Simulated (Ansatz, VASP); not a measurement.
**Sc4Mo: VASP beside Ansatz**

```
CELL_PARAMETERS angstrom
3.09057 0.00000 0.00000
-1.54529 2.67651 0.00000
0.00000 0.00000 9.93768
ATOMIC_POSITIONS crystal
Sc 0.33333 0.66667 0.86586
Sc 0.33333 0.66667 0.37680
Sc 0.66667 0.33333 0.13414
Sc 0.66667 0.33333 0.62320
Mo 0.00000 0.00000 0.00000
```

Change from the starting cell: species swapped into the Co4H type (P-3m1, No. 164).

Alike in both runs: task relaxation of cell and atoms; functional PBE; k mesh 6 × 6 × 2; occupations gaussian, width 0.1 eV; no spin polarisation.

|  | VASP | Ansatz |
| --- | --- | --- |
| version | VASP 6.6.1 | Ansatz 0.2.0 |
| potentials or method | VASP PAW PBE potentials, release 64 (Sc_sv, Mo_sv), cutoff 600 eV | scalar-relativistic, plane waves, PAW |
| valence electrons in the cell | 58 | 58 |

```csv
,VASP,Ansatz,Ansatz less VASP
"gap on the k mesh at the Fermi level, each at its own relaxed structure (eV)",none,none,-
relaxed volume (Å³/atom),22.49,22.43,-0.053
relaxed cell length with the largest relative difference (Å),3.248,3.245,-0.0029
```

A gap of «none» marks a metal or a gap that the smearing closes.

The k mesh is coarse, so the values compare programs but aren't converged. Noted on VASP's run: the volume moved by over 15 % at a fixed basis, so the end points are rough.
